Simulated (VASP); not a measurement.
# LiSe6 (P6/mmm) in VASP: a series of runs

LiSe6 is run at these levels: PBE; tasks: single point, relaxation of cell and atoms.

Program: VASP 6.6.1. These are calculated values, not measurements. Logs are shortened: lines on timing, memory, paths and dates and some standing lists are left out, and cuts for length are marked.

**1. The cell of the first run**

Symmetry: P6/mmm, No. 191, hexagonal system. The conventional cell has a = 8.082 Å, b = 8.082 Å, c = 4.063 Å, α = 90.00°, β = 90.00°, γ = 120.00°. Within 4.2 Å of Li (site symmetry 6/mmm) lie 12 Se at 3.19 Å and 2 Li at 4.06 Å. Within 3.3 Å of Se (site symmetry m2m) lie 3 Se at 2.46 to 3.15 Å and 2 Li at 3.19 Å.

The cell was built from a structure type or drawn by symmetry, and may not be a known phase.

**2. Single point, PBE**

Contents of INCAR:

```
SYSTEM = LiSe6
PREC     = Accurate       ! precision mode
ENCUT    = 520            ! plane-wave cutoff, eV
EDIFF    = 1E-7           ! SCF threshold, eV
ISMEAR   = 0              ! smearing method
SIGMA    = 0.1            ! smearing width, eV
LREAL    = .FALSE.        ! projectors in reciprocal space
LASPH    = .TRUE.         ! aspherical terms in the spheres
NELM     = 60             ! most SCF steps
ALGO     = Normal         ! electronic algorithm
ISIF     = 2              ! what is computed and relaxed
LWAVE    = .FALSE.        ! write WAVECAR
LCHARG   = .FALSE.        ! write CHGCAR
GGA      = PE             ! functional
NBANDS   = 28             ! bands
```

Contents of KPOINTS:

```
regular mesh
0
G
  3 3 4
  0 0 0
```

Contents of POSCAR:

```
LiSe6
1.0
    8.0815913241      0.0000000000      0.0000000000
   -4.0407956621      6.9988633897      0.0000000000
    0.0000000000      0.0000000000      4.0627000932
Li Se
1 6
Direct
    0.0000000000      0.0000000000      0.0000000000
    0.0000000000      0.3048663817      0.5000000000
    0.6951336183      0.6951336183      0.5000000000
    0.3048663817      0.0000000000      0.5000000000
    0.0000000000      0.6951336183      0.5000000000
    0.3048663817      0.3048663817      0.5000000000
    0.6951336183      0.0000000000      0.5000000000
```

Potentials or basis: VASP PAW PBE potentials, release 64 (Li_sv, Se).

Launch:

```bash
> cat potpaw_PBE.64/Li_sv/POTCAR potpaw_PBE.64/Se/POTCAR > POTCAR
> mpirun -np 1 vasp_std > vasp.out
```

OUTCAR:

```text
SYSTEM = LiSe6
   PREC = Accurate
   ENCUT = 520
   EDIFF = 1E-7
   ISMEAR = 0
   LREAL = .FALSE.
   LASPH = .TRUE.
   NELM = 60
   ISIF = 2
   GGA = PE

 ion  position               nearest neighbor table
   1  0.000  0.000  0.000-
   2  0.000  0.305  0.500-   7 2.46   6 2.46
   3  0.695  0.695  0.500-   5 2.46   7 2.46
   4  0.305  0.000  0.500-   5 2.46   6 2.46
   5  0.000  0.695  0.500-   4 2.46   3 2.46
   6  0.305  0.305  0.500-   2 2.46   4 2.46
   7  0.695  0.000  0.500-   2 2.46   3 2.46

  LATTYP: Found a hexagonal cell.
 ALAT       =     8.0815913241
 C/A-ratio  =     0.5027104106

  Lattice vectors:

 A1 = (   8.0815913241,   0.0000000000,   0.0000000000)
 A2 = (  -4.0407956621,   6.9988633897,   0.0000000000)
 A3 = (   0.0000000000,   0.0000000000,   4.0627000932)

Analysis of symmetry for initial positions (statically):
=====================================================================
 Subroutine PRICEL returns:
 Original cell was already a primitive cell.

 Routine SETGRP: Setting up the symmetry group for a
 hexagonal supercell.

 Subroutine GETGRP returns: Found 24 space group operations
 (whereof 24 operations were pure point group operations)
 out of a pool of 24 trial point group operations.

The static configuration has the point symmetry D_6h.

Analysis of symmetry for dynamics (positions and initial velocities):
=====================================================================
 Subroutine PRICEL returns:
 Original cell was already a primitive cell.

 Routine SETGRP: Setting up the symmetry group for a
 hexagonal supercell.

 Subroutine GETGRP returns: Found 24 space group operations
 (whereof 24 operations were pure point group operations)
 out of a pool of 24 trial point group operations.

The dynamic configuration has the point symmetry D_6h.

 Subroutine INISYM returns: Found 24 space group operations
 (whereof 24 operations are pure point group operations),
 and found     1 'primitive' translations

----------------------------------------------------------------------------------------

                                     Primitive cell

  volume of cell :     229.7943

  direct lattice vectors                    reciprocal lattice vectors
     8.081591324  0.000000000  0.000000000     0.123738007  0.071440171  0.000000000
    -4.040795662  6.998863390  0.000000000     0.000000000  0.142880343  0.000000000
     0.000000000  0.000000000  4.062700093     0.000000000  0.000000000  0.246141723

  length of vectors
     8.081591324  8.081591324  4.062700093     0.142880343  0.142880343  0.246141723

  position of ions in fractional coordinates (direct lattice)
     0.000000000  0.000000000  0.000000000
     0.000000000  0.304866382  0.500000000
     0.695133618  0.695133618  0.500000000
     0.304866382  0.000000000  0.500000000
     0.000000000  0.695133618  0.500000000
     0.304866382  0.304866382  0.500000000
     0.695133618  0.000000000  0.500000000

  ion indices of the primitive-cell ions
   primitive index   ion index
                 1           1
                 2           2
                 3           3
                 4           4
                 5           5
                 6           6
                 7           7

----------------------------------------------------------------------------------------

 KPOINTS: regular mesh

Automatic generation of k-mesh.
 Grid dimensions read from file:
 generate k-points for:    3    3    4

 Generating k-lattice:

  Cartesian coordinates                     Fractional coordinates (reciprocal lattice)
     0.041246002  0.023813390  0.000000000     0.333333333  0.000000000  0.000000000
     0.000000000  0.047626781  0.000000000     0.000000000  0.333333333  0.000000000
     0.000000000  0.000000000  0.061535431     0.000000000  0.000000000  0.250000000

  Length of vectors
     0.047626781  0.047626781  0.061535431

  Shift w.r.t. Gamma in fractional coordinates (k-lattice)
     0.000000000  0.000000000  0.000000000

 Subroutine IBZKPT returns following result:
 ===========================================

 Found      9 irreducible k-points:

 Following reciprocal coordinates:
            Coordinates               Weight
  0.000000  0.000000  0.000000      1.000000
  0.333333  0.000000  0.000000      6.000000
  0.333333  0.333333  0.000000      2.000000
  0.000000  0.000000  0.250000      2.000000
  0.333333  0.000000  0.250000     12.000000
  0.333333  0.333333  0.250000      4.000000
  0.000000  0.000000  0.500000      1.000000
  0.333333  0.000000  0.500000      6.000000
  0.333333  0.333333  0.500000      2.000000
   k-points           NKPTS =      9   k-points in BZ     NKDIM =      9   number of bands    NBANDS=     28
   number of dos      NEDOS =    301   number of ions     NIONS =      7
   total plane-waves  NPLWV = 108000
   dimension x,y,z NGX =    60 NGY =   60 NGZ =   30
   dimension x,y,z NGXF=   120 NGYF=  120 NGZF=   60
   ions per type =               1   6
   NGX,Y,Z   is equivalent  to a cutoff of  12.34, 12.34, 12.28 a.u.
   NGXF,Y,Z  is equivalent  to a cutoff of  24.69, 24.69, 24.55 a.u.
 SYSTEM =  LiSe6
   PREC   = accura    normal or accurate (medium, high low for compatibility)
   ISTART =      0    job   : 0-new  1-cont  2-samecut
   ICHARG =      2    charge: 1-file 2-atom 10-const
   ISPIN  =      1    spin polarized calculation?
   LNONCOLLINEAR =      F non collinear calculations
   LSORBIT =      F    spin-orbit coupling
   LASPH  =      T    aspherical Exc in radial PAW
   ENCUT  =  520.0 eV  38.22 Ry    6.18 a.u.  15.03 15.03  7.55*2*pi/ulx,y,z
   NELM   =     60;   NELMIN=  2; NELMDL= -5     # of ELM steps
   EDIFF  = 0.1E-06   stopping-criterion for ELM
   LREAL  =      F    real-space projection
   EDIFFG = 0.1E-05   stopping-criterion for IOM
   NSW    =      0    number of steps for IOM
   IBRION =     -1    ionic relax: 0-MD 1-quasi-New 2-CG
   NFREE  =      0    steps in history (QN), initial steepest desc. (CG)
   ISIF   =      2    stress and relaxation
   ISYM   =      2    0-nonsym 1-usesym 2-fastsym
   POTIM  = 0.5000    time-step for ionic-motion
   TEBEG  =    0.0;   TEEND  =   0.0 temperature during run
   PSTRESS=    0.0 pullay stress
   NELECT =      39.0000    total number of electrons
   NUPDOWN=      -1.0000    fix difference up-down
   EMIN   =  10.00;   EMAX   =-10.00  energy-range for DOS
   EFERMI =   0.00;   METHOD = LEGACY
   ISMEAR =     0;   SIGMA  =   0.10  broadening in eV -4-tet -1-fermi 0-gaus
   EFERMI_NEDOS =   21; number of points for ismear=-14 and -15
   IALGO  =     38    algorithm
   IMIX   =      4    mixing-type and parameters
     AMIX     =   0.40;   BMIX     =  1.00
     AMIX_MAG =   1.60;   BMIX_MAG =  1.00
  volume/ion in A,a.u.               =      32.83       221.53
  Fermi-wavevector in a.u.,A,eV,Ry     =   0.906393  1.712835 11.177848  0.821549
  Thomas-Fermi vector in A             =   2.030076
   LORBIT       =      0    0 simple, 1 ext, 2 COOP (PROOUT), +10 PAW based schemes
   GGA     = PE    functional components
   LHFCALC =     F    Hartree Fock is set to
   AEXX    =    0.0000 exact exchange contribution
   IVDW    =     0    specifies the selected vdW correction
   LEPSILON=     F    determine dielectric tensor
   LRPA    =     F    only Hartree local field effects (RPA)
 non-spin polarized calculation
 Gauss-broadening in eV      SIGMA  =   0.10
  energy-cutoff  :      520.00
  volume of cell :      229.79
 maximum number of plane-waves:      6219
   NGX = 31   NGY = 31   NGZ = 15

 number of electron      39.0000011 magnetization

 Free energy of the ion-electron system (eV)
  ---------------------------------------------------
  ext. energy  EPLUGINS =         0.00000000
  ---------------------------------------------------
  free energy    TOTEN  =       -22.04191352 eV

  energy without entropy =      -22.01861521  energy(sigma->0) =      -22.03026437

 E-fermi :   1.3846     XC(G=0):  -7.4692

 val. band max:        1.3526882986   @ k =   0.3333   0.0000   0.2500
 cond. band min:       1.4617738918   @ k =   0.3333   0.0000   0.0000
 fundamental gap:      0.1090855931
 Fermi energy:         1.3845983488

 k-point     1 :       0.0000    0.0000    0.0000
  band No.  band energies     occupation
      1     -46.2950      2.00000
      2     -14.1588      2.00000
      3     -13.0336      2.00000
      4     -13.0336      2.00000
      5     -11.4330      2.00000
      6     -11.4330      2.00000
[... 20 lines left out ...]
     27       5.7200      0.00000
     28       5.9662      0.00000

 k-point     2 :       0.3333    0.0000    0.0000
  band No.  band energies     occupation
      1     -46.2950      2.00000
      2     -14.0400      2.00000
      3     -13.2725      2.00000
      4     -13.1245      2.00000
      5     -11.3066      2.00000
      6     -11.0699      2.00000
[... 20 lines left out ...]
     27       5.3827      0.00000
     28       5.8680      0.00000

 k-point     3 :       0.3333    0.3333    0.0000
  band No.  band energies     occupation
      1     -46.2950      2.00000
      2     -13.9585      2.00000
      3     -13.2915      2.00000
      4     -13.2915      2.00000
      5     -11.0401      2.00000
      6     -11.0401      2.00000
[... 20 lines left out ...]
     27       5.3877      0.00000
     28       5.3877      0.00000

 k-point     4 :       0.0000    0.0000    0.2500
  band No.  band energies     occupation
      1     -46.2949      2.00000
      2     -14.0890      2.00000
      3     -12.9655      2.00000
      4     -12.9655      2.00000
      5     -11.3640      2.00000
      6     -11.3640      2.00000
[... 113 lines left out ...]
     27       5.8073      0.00000
     28       5.8147      0.00000

 k-point     8 :       0.3333    0.0000    0.5000
  band No.  band energies     occupation
      1     -46.2948      2.00000
      2     -13.9000      2.00000
      3     -13.1291      2.00000
      4     -12.9838      2.00000
      5     -11.1679      2.00000
      6     -10.9362      2.00000
[... 20 lines left out ...]
     27       5.7724      0.00000
     28       6.2545      0.00000

 k-point     9 :       0.3333    0.3333    0.5000
  band No.  band energies     occupation
      1     -46.2948      2.00000
      2     -13.8206      2.00000
      3     -13.1475      2.00000
      4     -13.1475      2.00000
      5     -10.9071      2.00000
      6     -10.9071      2.00000
[... 20 lines left out ...]
     27       6.1082      0.00000
     28       6.1082      0.00000

------------------------ aborting loop because EDIFF is reached ----------------------------------------

  FORCE on cell =-STRESS in cart. coord.  units (eV):
  Direction    XX          YY          ZZ          XY          YZ          ZX
  --------------------------------------------------------------------------------------
  -------------------------------------------------------------------------------------
  Total        0.1556720      0.1556720     -0.0543546     -0.0000000     -0.0000000      0.0000000
  in kB        1.0853800      1.0853800     -0.3789726     -0.0000000     -0.0000000      0.0000000
  external PRESSURE =       0.5972624 kB  Pullay stress =       0.0000000 kB

 VOLUME and BASIS-vectors are now :
 -----------------------------------------------------------------------------
  energy-cutoff  :      520.00
  volume of cell :      229.79
      direct lattice vectors                 reciprocal lattice vectors
     8.081591324  0.000000000  0.000000000     0.123738007  0.071440171  0.000000000
    -4.040795662  6.998863390  0.000000000     0.000000000  0.142880343  0.000000000
     0.000000000  0.000000000  4.062700093     0.000000000  0.000000000  0.246141723

 POSITION                                       TOTAL-FORCE (eV/Angst)
 -----------------------------------------------------------------------------------
      0.00000      0.00000      0.00000         0.000000     -0.000000      0.000000
     -1.23190      2.13372      2.03135        -0.007620      0.013199      0.000000
      2.80889      4.86515      2.03135        -0.007620     -0.013199      0.000000
      2.46381      0.00000      2.03135         0.015241     -0.000000      0.000000
     -2.80889      4.86515      2.03135         0.007620     -0.013199      0.000000
      1.23190      2.13372      2.03135         0.007620      0.013199      0.000000
      5.61779      0.00000      2.03135        -0.015241      0.000000      0.000000
 -----------------------------------------------------------------------------------
    total drift:                                0.000000      0.000000      0.000000

  FREE ENERGIE OF THE ION-ELECTRON SYSTEM (eV)
  ---------------------------------------------------
  free  energy   TOTEN  =       -22.0419135198 eV

  energy  without entropy=      -22.0186152106  energy(sigma->0) =      -22.03026437
```

It took 2.4 min on 1 thread of AMD EPYC 7R13, shared host; peak memory 0.29 GiB.

Results:

| Property | Result |
| --- | --- |
| Free energy | -22.0419 eV |
| Largest force | 0.015 eV/Å |
| Band gap on the k mesh | zero (an odd number of electrons rules out a gap without spin polarisation) |

Forces in eV/Å, atoms in the order of the input:
```
Li   0.000  0.000  0.000
Se  -0.008  0.013  0.000
Se  -0.008 -0.013  0.000
Se   0.015  0.000  0.000
Se   0.008 -0.013  0.000
Se   0.008  0.013  0.000
Se  -0.015  0.000  0.000
```

Caveat: the k points lie up to 0.39 Å⁻¹ apart, too coarse for converged energies and pressures of a metal; the cutoff is under 1.25 times the usual one of these potentials, so pressure, stress and relaxed cells hold a basis-set (Pulay) error.

**3. Relaxation of cell and atoms, PBE**

This run uses another cell than the first one, of 20.91 Å³/atom.

Contents of INCAR:

```
SYSTEM = LiSe6
ALGO = Normal
EDIFF = 1E-6
EDIFFG = -0.04
ENCUT = 600
GGA = PE
IBRION = 2
ISIF = 3
ISMEAR = 0
LASPH = .TRUE.
LCHARG = .FALSE.
LREAL = .FALSE.
LWAVE = .FALSE.
NELM = 80
NSW = 90
PREC = Accurate
SIGMA = 0.1
```

Contents of KPOINTS:

```
k-points
0
G
  3 3 4
  0 0 0
```

Contents of POSCAR:

```
LiSe6
1.0
    5.8424961400      0.0000000000      0.0000000000
   -2.9212480700      5.0597500800      0.0000000000
    0.0000000000      0.0000000000      4.9506730800
Li Se
1 6
Direct
    0.0000000000      0.0000000000      0.0000000000
    0.0000000000      0.3336124100      0.5000000000
    0.6663875900      0.6663875900      0.5000000000
    0.3336124100      0.0000000000      0.5000000000
    0.0000000000      0.6663875900      0.5000000000
    0.3336124100      0.3336124100      0.5000000000
    0.6663875900      0.0000000000      0.5000000000
```

Potentials or basis: VASP PAW PBE potentials, release 64 (Li_sv, Se).

Launch:

```bash
> cat potpaw_PBE.64/Li_sv/POTCAR potpaw_PBE.64/Se/POTCAR > POTCAR
> mpirun -np 1 vasp_std > vasp.out
```

Run time: 18 min. Hardware: 1 thread of AMD EPYC 7R13, shared host; peak memory 0.28 GiB.

The run converged. Its results:

- Free energy: -21.9542 eV
- Relaxed volume: 32.67 Å³/atom
- Relaxed cell: a = 8.025 Å, b = 8.025 Å, c = 4.101 Å, α = 90.00°, β = 90.00°, γ = 120.00°
- Space group after relaxing (to 0.1 Å): P6/mmm (No. 191)
- Energy gained by relaxing: 4571.9 meV/atom
- Ionic steps: 21
- Pressure after relaxing: 0.0 GPa
- Largest force after relaxing: 0.004 eV/Å
- Band gap on the k mesh: zero (an odd number of electrons rules out a gap without spin polarisation)

Forces in eV/Å, atoms in the order of the input:
```
Li   0.000  0.000  0.000
Se   0.002 -0.004  0.000
Se   0.002  0.004  0.000
Se  -0.004  0.000  0.000
Se  -0.002  0.004  0.000
Se  -0.002 -0.004  0.000
Se   0.004  0.000  0.000
```

Stress tensor (GPa, compression positive):
```
 0.06  0.00  0.00
 0.00  0.06  0.00
 0.00  0.00 -0.16
```

The path:
```
step  energy change (eV)  largest force (eV/Å)  pressure (GPa)  volume (Å³)
   1              0.0000                0.2828          103.07       146.35
   2            -18.5827                0.2620           -3.85       569.70
   3            -20.9271                0.2812           -4.41       504.73
   4            -23.2176                0.3035           -4.99       449.59
   5            -30.9431                0.5239           -2.40       277.26
   6            -30.3428                0.5115            5.85       232.31
   7            -31.0916                0.5519           -0.96       264.79
   8            -31.0999                0.5570           -0.47       261.25
   9            -31.2295                0.7508           -0.51       257.80
  10            -31.5681                0.6389           -0.31       249.07
  11            -31.8753                0.2558            1.57       231.44
  12            -31.9417                0.2131            0.95       232.60
  13            -31.9846                0.0583           -0.35       235.33
  14            -31.9924                0.1075           -0.05       234.67
  15            -31.9924                0.1111           -0.02       234.62
  16            -31.9949                0.0810           -0.10       234.42
  17            -31.9983                0.0066           -0.33       233.82
  18            -32.0008                0.0027           -0.21       232.31
  19            -32.0028                0.0177            0.01       229.68
  20            -32.0028                0.0191            0.03       229.43
  21            -32.0036                0.0042           -0.01       228.72
```

Final structure:
```
Li Se
1.0
     8.02501    0.00000    0.00000
    -4.01250    6.94986    0.00000
     0.00000    0.00000    4.10086
Li Se
1 6
Direct
  0.00000 0.00000 0.00000
  0.00000 0.30714 0.50000
  0.69286 0.69286 0.50000
  0.30714 0.00000 0.50000
  0.00000 0.69286 0.50000
  0.30714 0.30714 0.50000
  0.69286 0.00000 0.50000
```

Levels at points of the mesh, in eV from the Fermi level:
```csv
k point,band 17,band 18,band 19,band 20,band 21,band 22,band 23
"(0.00, 0.00, 0.00)",-0.85,-0.85,-0.78,-0.78,0.49,0.49,0.87
"(0.00, 0.00, 0.50)",-2.22,-2.22,-0.60,-0.60,-0.12,0.70,0.70
```

Caveat: the k points lie up to 0.38 Å⁻¹ apart in the final cell, too coarse for converged energies and pressures of a metal; the cutoff is under 1.25 times the usual one of these potentials, so pressure, stress and relaxed cells hold a basis-set (Pulay) error; the volume moved by over 15 % at a fixed basis, so the end points are rough.
